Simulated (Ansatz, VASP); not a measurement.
## One calculation of Ca3Sn3N2, two programs

File INCAR:

```
SYSTEM = Ca3Sn3N2
PREC = Accurate
ENCUT = 600
EDIFF = 1E-7
ISMEAR = 0
SIGMA = 0.2
LREAL = .False.
LASPH = .True.
NELM = 60
ALGO = Normal
ISIF = 3
LWAVE = .False.
LCHARG = .False.
GGA = PE
IBRION = 2
NSW = 36
EDIFFG = -0.08
```

File KPOINTS:

```
regular mesh
0
Gamma
  3 3 4
  0 0 0
```

File POSCAR:

```
Ca3Sn3N2
1.0
    6.8288418500      0.0000000000      0.0000000000
   -3.4144209300      5.9139505200      0.0000000000
    0.0000000000      0.0000000000      4.5403261100
Ca Sn N
3 3 2
Direct
    0.3333333300      0.6666666700      0.5000000000
    0.6666666700      0.3333333300      0.5000000000
    0.0000000000      0.0000000000      0.0000000000
    0.5000000000      0.0000000000      0.5000000000
    0.0000000000      0.5000000000      0.5000000000
    0.5000000000      0.5000000000      0.5000000000
    0.3333333300      0.6666666700      0.0000000000
    0.6666666700      0.3333333300      0.0000000000
```

Input for Ansatz:

```yaml
crystal:
  lattice:
    - [6.82884185, 0.0, 0.0]
    - [-3.41442093, 5.91395052, 0.0]
    - [0.0, 0.0, 4.54032611]
  atoms:
    - { symbol: Ca, position: [0.33333333, 0.66666667, 0.5] }
    - { symbol: Ca, position: [0.66666667, 0.33333333, 0.5] }
    - { symbol: Ca, position: [0.0, 0.0, 0.0] }
    - { symbol: Sn, position: [0.5, 0.0, 0.5] }
    - { symbol: Sn, position: [0.0, 0.5, 0.5] }
    - { symbol: Sn, position: [0.5, 0.5, 0.5] }
    - { symbol: "N", position: [0.33333333, 0.66666667, 0.0] }
    - { symbol: "N", position: [0.66666667, 0.33333333, 0.0] }
basis:
  ecutwfc: 420
kpoints:
  mp_grid: { grid: [3, 3, 4] }
hamiltonian:
  xc: pbe
scf:
  occupations: { method: gaussian, width: 0.2 }
  lower_state_search: "off"
output:
  forces: true
  stress: true
  eigenvalues: true
relax:
  adjacent_minimum: "off"
  f_tol: 0.08
  max_steps: 16
  cell: { stress_tol: 0.8 }
```

Alike in both runs: task relaxation of cell and atoms; functional PBE; k mesh 3 × 3 × 4; occupations gaussian, width 0.2 eV; no spin polarisation.

```csv
,VASP,Ansatz
version,VASP 6.6.1,Ansatz 0.2.0
potentials or method,"VASP PAW PBE potentials, release 64 (Ca_sv, Sn_d, N), cutoff 600 eV","scalar-relativistic, plane waves, PAW"
valence electrons in the cell,82,82
```

```csv
,VASP,Ansatz,Ansatz less VASP
"gap on the k mesh at the Fermi level, each at its own relaxed structure (eV)",none,none,-
relaxed volume (Å³/atom),43.89,47.60,+3.717
relaxed cell length with the largest relative difference (Å),9.830,10.280,+0.4504
```

A gap of «none» marks a metal or a gap that the smearing closes. One of these differences is far larger than is usual between the two programs; its cause wasn't traced.

Noted on VASP's run: the volume moved by over 15 % at a fixed basis, so the end points are rough.
